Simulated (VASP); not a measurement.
# BAs (F-43m) in VASP: vibrations by perturbation theory with PBE

Aim: the vibrations by perturbation theory of BAs with PBE.

Everything below comes from runs of VASP 6.6.1. Logs are shortened: lines on timing, memory, paths and dates and some standing lists are left out, and cuts for length are marked.

**1. The cell of the first run**

The structure is cubic, space group F-43m (No. 216). The conventional cell has a = 4.809 Å, b = 4.809 Å, c = 4.809 Å, α = 90.00°, β = 90.00°, γ = 90.00°. Within 2.8 Å of B (site symmetry -43m) lie 4 As at 2.08 Å. Within 2.8 Å of As (site symmetry -43m) lie 4 B at 2.08 Å.

**2. Vibrations by perturbation theory, PBE**

The input, INCAR:

```
  PREC = Accurate
  ENCUT = 520
  EDIFF = 1E-8
  ISMEAR = 0
  SIGMA = 0.01
  LREAL = F
  LASPH = T
  NELM = 60
  ALGO = Normal
  ISIF = 2
  LWAVE = F
  LCHARG = F
  GGA = PE
  IBRION = 8
  NSW = 1
  LEPSILON = T
```

The input, KPOINTS:

```
Automatic mesh
0
Gamma
  12 12 12
```

The input, POSCAR:

```
BAs
1.0
    0.0000000000      2.4046158453      2.4046158453
    2.4046158453      0.0000000000      2.4046158453
    2.4046158453      2.4046158453      0.0000000000
B As
1 1
Direct
    0.0000000000      0.0000000000      0.0000000000
    0.2500000000      0.2500000000      0.2500000000
```

Potentials or basis: VASP PAW PBE potentials, release 64 (B, As).

Launch:

```bash
cat potpaw_PBE.64/B/POTCAR potpaw_PBE.64/As/POTCAR > POTCAR
mpirun -np 1 vasp_std > vasp.out
```

OUTCAR:

```text
PREC = Accurate
   ENCUT = 520
   EDIFF = 1E-8
   ISMEAR = 0
   LREAL = F
   LASPH = T
   NELM = 60
   ISIF = 2
   GGA = PE
   IBRION = 8
   NSW = 1
   LEPSILON = T

 ion  position               nearest neighbor table
   1  0.000  0.000  0.000-   2 2.08   2 2.08   2 2.08   2 2.08
   2  0.250  0.250  0.250-   1 2.08   1 2.08   1 2.08   1 2.08

  LATTYP: Found a face centered cubic cell.
 ALAT       =     4.8092316906

  Lattice vectors:

 A1 = (   0.0000000000,   2.4046158453,   2.4046158453)
 A2 = (   2.4046158453,   0.0000000000,   2.4046158453)
 A3 = (   2.4046158453,   2.4046158453,   0.0000000000)

Analysis of symmetry for initial positions (statically):
=====================================================================
 Subroutine PRICEL returns:
 Original cell was already a primitive cell.

 Routine SETGRP: Setting up the symmetry group for a
 face centered cubic supercell.

 Subroutine GETGRP returns: Found 24 space group operations
 (whereof 24 operations were pure point group operations)
 out of a pool of 48 trial point group operations.

The static configuration has the point symmetry T_d .

Analysis of symmetry for dynamics (positions and initial velocities):
=====================================================================
 Subroutine PRICEL returns:
 Original cell was already a primitive cell.

 Routine SETGRP: Setting up the symmetry group for a
 face centered cubic supercell.

 Subroutine GETGRP returns: Found 24 space group operations
 (whereof 24 operations were pure point group operations)
 out of a pool of 48 trial point group operations.

The dynamic configuration has the point symmetry T_d .

 Subroutine INISYM returns: Found 24 space group operations
 (whereof 24 operations are pure point group operations),
 and found     1 'primitive' translations

----------------------------------------------------------------------------------------

                                     Primitive cell

  volume of cell :      27.8078

  direct lattice vectors                    reciprocal lattice vectors
     0.000000000  2.404615845  2.404615845    -0.207933421  0.207933421  0.207933421
     2.404615845  0.000000000  2.404615845     0.207933421 -0.207933421  0.207933421
     2.404615845  2.404615845  0.000000000     0.207933421  0.207933421 -0.207933421

  length of vectors
     3.400640341  3.400640341  3.400640341     0.360151251  0.360151251  0.360151251

  position of ions in fractional coordinates (direct lattice)
     0.000000000  0.000000000  0.000000000
     0.250000000  0.250000000  0.250000000

  ion indices of the primitive-cell ions
   primitive index   ion index
                 1           1
                 2           2

----------------------------------------------------------------------------------------

 KPOINTS: Automatic mesh

Automatic generation of k-mesh.
 Grid dimensions read from file:
 generate k-points for:   12   12   12

 Generating k-lattice:

  Cartesian coordinates                     Fractional coordinates (reciprocal lattice)
    -0.017327785  0.017327785  0.017327785     0.083333333  0.000000000  0.000000000
     0.017327785 -0.017327785  0.017327785     0.000000000  0.083333333  0.000000000
     0.017327785  0.017327785 -0.017327785     0.000000000  0.000000000  0.083333333

  Length of vectors
     0.030012604  0.030012604  0.030012604

  Shift w.r.t. Gamma in fractional coordinates (k-lattice)
     0.000000000  0.000000000  0.000000000

 Subroutine IBZKPT returns following result:
 ===========================================

 Found     72 irreducible k-points:

 Following reciprocal coordinates:
            Coordinates               Weight
  0.000000  0.000000  0.000000      1.000000
[... 368 lines left out ...]
  energy-cutoff  :      520.00
  volume of cell :       27.81
      direct lattice vectors                 reciprocal lattice vectors
     0.000000000  2.404615845  2.404615845    -0.207933421  0.207933421  0.207933421
     2.404615845  0.000000000  2.404615845     0.207933421 -0.207933421  0.207933421
     2.404615845  2.404615845  0.000000000     0.207933421  0.207933421 -0.207933421

 POSITION                                       TOTAL-FORCE (eV/Angst)
 -----------------------------------------------------------------------------------
      0.00000      0.00000      0.00000        -0.000000     -0.000000      0.000000
      1.20231      1.20231      1.20231         0.000000      0.000000     -0.000000
 -----------------------------------------------------------------------------------
    total drift:                               -0.000000     -0.000000     -0.000000

  FREE ENERGIE OF THE ION-ELECTRON SYSTEM (eV)
  ---------------------------------------------------
  free  energy   TOTEN  =       -11.4137515206 eV

  energy  without entropy=      -11.4137515206  energy(sigma->0) =      -11.41375152

 HEAD OF MICROSCOPIC STATIC DIELECTRIC TENSOR (INDEPENDENT PARTICLE, excluding Hartree and local field effects)
 ------------------------------------------------------
          10.178978     0.000000    -0.000000
           0.000000    10.178978     0.000000
           0.000000     0.000000    10.178978
 ------------------------------------------------------

 Free energy of the ion-electron system (eV)
  ---------------------------------------------------
  ---------------------------------------------------
  free energy    TOTEN  =        -0.73905214 eV

  energy without entropy =       -0.73905214

------------------------ aborting loop because EDIFF is reached ----------------------------------------

--------------------------------------- Ionic step        2  -------------------------------------------

------------------------ aborting loop because EDIFF is reached ----------------------------------------

--------------------------------------- Ionic step        3  -------------------------------------------

------------------------ aborting loop because EDIFF is reached ----------------------------------------

 PIEZOELECTRIC TENSOR FIELD DIRECTION 3  (e Angst)
 -----------------------------------------------------------------------------
    -0.00050  0.12515  0.00000           ( -0.00000  0.09821  0.00000)
     0.12515 -0.00050  0.00000           (  0.09821 -0.00000  0.00000)
     0.00000  0.00000  0.00009           (  0.00000  0.00000 -0.00000)

 PIEZOELECTRIC TENSOR FIELD DIRECTION 3  (C/m^2)
 -----------------------------------------------------------------------------
    -0.00029  0.07211  0.00000
     0.07211 -0.00029  0.00000
     0.00000  0.00000  0.00005

--------------------------------------- Ionic step        4  -------------------------------------------

------------------------ aborting loop because EDIFF is reached ----------------------------------------

[... ionic steps 5 to 6 ...]

--------------------------------------- Ionic step        7  -------------------------------------------

 Free energy of the ion-electron system (eV)
  ---------------------------------------------------
  ---------------------------------------------------
  free energy    TOTEN  =        -0.03674645 eV

  energy without entropy =       -0.03674645

------------------------ aborting loop because EDIFF is reached ----------------------------------------

 INTERNAL STRAIN TENSOR  FOR ION    2  DIRECTION 1   (eV/Angst):
 -----------------------------------------------------------------------------
     0.00434  0.00000  0.00000
     0.00000 -0.00031 -6.39482
     0.00000 -6.39482 -0.00031

 MACROSCOPIC STATIC DIELECTRIC TENSOR (including local field effects in DFT)
 ------------------------------------------------------
           9.878446     0.000000    -0.000000
           0.000000     9.878446    -0.000000
           0.000000     0.000000     9.878446
 ------------------------------------------------------

 PIEZOELECTRIC TENSOR (including local field effects)  for field in x, y, z        (e  Angst)
          XX          YY          ZZ          XY          YZ          ZX
  --------------------------------------------------------------------------------
  x     0.00000    -0.00000    -0.00000     0.00000     0.12083     0.00000
  y     0.00000    -0.00000     0.00000     0.00000     0.00000     0.12083
  z     0.00000     0.00000     0.00000     0.12083     0.00000     0.00000

 PIEZOELECTRIC TENSOR (including local field effects)  for field in x, y, z        (C/m^2)
          XX          YY          ZZ          XY          YZ          ZX
  --------------------------------------------------------------------------------
  x     0.00000    -0.00000    -0.00000     0.00000     0.06962     0.00000
  y     0.00000    -0.00000     0.00000     0.00000     0.00000     0.06962
  z     0.00000     0.00000     0.00000     0.06962     0.00000     0.00000

 BORN EFFECTIVE CHARGES (including local field effects) (in |e|, cummulative output)
 ---------------------------------------------------------------------------------
 ion    1
    1    -0.47280     0.00000     0.00000
    2     0.00000    -0.47280     0.00000
    3    -0.00000    -0.00000    -0.47280
 ion    2
    1     0.47280     0.00000    -0.00000
    2     0.00000     0.47280    -0.00000
    3     0.00000     0.00000     0.47280

 INTERNAL STRAIN TENSOR FOR ION    2 for displacements in x,y,z  (eV/Angst):
          X           Y           Z          XY          YZ          ZX
  --------------------------------------------------------------------------------
  x    -0.00000     0.00000     0.00000     0.00000    -6.39482     0.00000
  y    -0.00000    -0.00000    -0.00000     0.00000     0.00000    -6.39482
  z     0.00000     0.00000    -0.00000    -6.39482     0.00000     0.00000

 SECOND DERIVATIVES (NOT SYMMETRIZED)
 ------------------------------------
               1X          1Y          1Z          2X          2Y          2Z
  1X   -16.159487    0.000000    0.000000   16.159487    0.000000    0.000000
  1Y     0.000000  -16.159487    0.000000    0.000000   16.159487    0.000000
  1Z     0.000000    0.000000  -16.159487    0.000000    0.000000   16.159487
  2X    16.162322    0.000000    0.000000  -16.162322    0.000000    0.000000
  2Y     0.000000   16.162322    0.000000    0.000000  -16.162322    0.000000
  2Z     0.000000    0.000000   16.162322    0.000000    0.000000  -16.162322

 Eigenvectors and eigenvalues of the dynamical matrix
 ----------------------------------------------------

   1 f  =   20.445875 THz   128.465222 2PiTHz  682.000985 cm-1    84.557307 meV
             X         Y         Z           dx          dy          dz
      0.000000  0.000000  0.000000     0.000000   -0.934815    0.000000
      1.202308  1.202308  1.202308     0.000000    0.355134    0.000000
[... 21 lines left out ...]
   6 f/i=    0.000595 THz     0.003741 2PiTHz    0.019860 cm-1     0.002462 meV
             X         Y         Z           dx          dy          dz
      0.000000  0.000000  0.000000    -0.351804    0.048290   -0.004679
      1.202308  1.202308  1.202308    -0.926051    0.127113   -0.012316

--------------------------------------------------------------------------------------------------------

 MACROSCOPIC STATIC DIELECTRIC TENSOR IONIC CONTRIBUTION
 ------------------------------------------------------
           0.090011     0.000000     0.000000
           0.000000     0.090011     0.000000
           0.000000     0.000000     0.090011
 ------------------------------------------------------

 ELASTIC MODULI CONTR FROM IONIC RELAXATION (kBar)
 Direction    XX          YY          ZZ          XY          YZ          ZX
 --------------------------------------------------------------------------------
 XX          -0.0000     -0.0000     -0.0000      0.0000     -0.0000      0.0000
 YY          -0.0000     -0.0000     -0.0000      0.0000      0.0000     -0.0000
 ZZ          -0.0000     -0.0000     -0.0000     -0.0000      0.0000      0.0000
 XY           0.0000      0.0000     -0.0000   -153.4054      0.0000      0.0000
 YZ          -0.0000      0.0000      0.0000      0.0000   -153.4054      0.0000
 ZX           0.0000     -0.0000      0.0000      0.0000      0.0000   -153.4054
 --------------------------------------------------------------------------------

 PIEZOELECTRIC TENSOR IONIC CONTR  for field in x, y, z        (C/m^2)
          XX          YY          ZZ          XY          YZ          ZX
  --------------------------------------------------------------------------------
  x    -0.00000     0.00000     0.00000     0.00000    -0.11057     0.00000
  y     0.00000    -0.00000     0.00000     0.00000     0.00000    -0.11057
  z     0.00000     0.00000    -0.00000    -0.11057    -0.00000    -0.00000
```

It took 19 min on 1 thread of Intel Xeon 8259CL, shared host; peak memory 0.31 GiB.

What came out:

```
Electronic dielectric tensor (diagonal)                 : 9.88
Born charges (mean of the diagonal)                     : B -0.47; As +0.47 e
Highest phonon frequency at Γ, LO-TO splitting left out : 682 cm⁻¹
```

Phonon frequencies in cm⁻¹ (negative: imaginary):
```csv
q point,frequencies
"(0.000, 0.000, 0.000)",0 0 0 682 682 682
```

Electronic dielectric tensor:
```
9.88 0.00 0.00
0.00 9.88 0.00
0.00 0.00 9.88
```

Born effective charge tensors (e):
atom 1, B
```
-0.47  0.00  0.00
 0.00 -0.47  0.00
 0.00  0.00 -0.47
```
atom 2, As
```
0.47 0.00 0.00
0.00 0.47 0.00
0.00 0.00 0.47
```
